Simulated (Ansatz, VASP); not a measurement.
# SnS2: VASP beside Ansatz

The input POSCAR:

```
SnS2
1.0
    3.6607574624      0.0000000000      0.0000000000
   -1.8303787312      3.1703089595      0.0000000000
    0.0000000000      0.0000000000      5.9618049176
Sn S
1 2
Direct
    0.0000000000      0.0000000000      0.0000000000
    0.3333333333      0.6666666667      0.2455903383
    0.6666666667      0.3333333333      0.7544096617
```

INCAR.step1

```
SYSTEM = SnS2
PREC = Accurate
ENCUT = 400
EDIFF = 1E-5
ISMEAR = 0
SIGMA = 0.01
LREAL = .False.
LASPH = .True.
NELM = 120
ALGO = Normal
ISIF = 2
LWAVE = .True.
LCHARG = .False.
GGA = PE
NBANDS = 20
GGA_COMPAT = .False.
```

File INCAR.step2:

```
SYSTEM = SnS2
PREC = Accurate
ENCUT = 400
EDIFF = 1E-6
ISMEAR = 0
SIGMA = 0.01
LREAL = .False.
LASPH = .True.
NELM = 120
ALGO = Normal
ISIF = 2
LWAVE = .False.
LCHARG = .False.
GGA = PE
LHFCALC = .True.
AEXX = 0.4
HFSCREEN = 0.1
PRECFOCK = Normal
ISTART = 1
NBANDS = 20
GGA_COMPAT = .False.
```

The input KPOINTS:

```
regular mesh
0
Gamma
  6 6 2
  0 0 0
```

Input for Ansatz:

```yaml
crystal:
  lattice:
    - [3.6607574624, 0.0, 0.0]
    - [-1.8303787312, 3.1703089595, 0.0]
    - [0.0, 0.0, 5.9618049176]
  atoms:
    - { symbol: Sn, position: [0.0, 0.0, 0.0] }
    - { symbol: S, position: [0.3333333333, 0.6666666667, 0.2455903383] }
    - { symbol: S, position: [0.6666666667, 0.3333333333, 0.7544096617] }
kpoints:
  mp_grid: { grid: [6, 6, 2] }
hamiltonian:
  xc: { exchange: pbe, correlation: pbe, exx: { coeff: 0.4, omega: 0.1 } }
scf:
  occupations: { method: fixed }
  n_extra_bands: 4
output:
  forces: true
  stress: true
  eigenvalues: true
```

Alike in both runs: task single point; functional PBE-based screened hybrid with a share of 0.4 of exact exchange and HFSCREEN = 0.1; k mesh 6 × 6 × 2; no spin polarisation.

|  | VASP | Ansatz |
| --- | --- | --- |
| version | VASP 6.6.1 | Ansatz 0.2.0 |
| potentials or method | VASP PAW PBE potentials, release 64 (Sn_d, S) | plane waves |
| plane-wave cutoff (eV) | 400 | 420 |
| occupations | gaussian, width 0.01 eV | fixed |
| valence electrons in the cell | 26 | 26 |

```tsv
	VASP	Ansatz	Ansatz less VASP
gap on the k mesh at the Fermi level (eV)	3.51	3.51	+0.003
pressure (GPa)	-2.6	-2.3	+0.28
rms of the force components (eV/Å)	0.269	0.268	-0.0013
```

VASP's potentials were made for PBE, not for PBE-based screened hybrid. Atom by atom the forces differ by 0.001 eV/Å (rms over components). Ansatz's warnings: stress exchange threshold loose, stress scf threshold loose.

The k mesh is coarse, so the values compare programs but aren't converged.
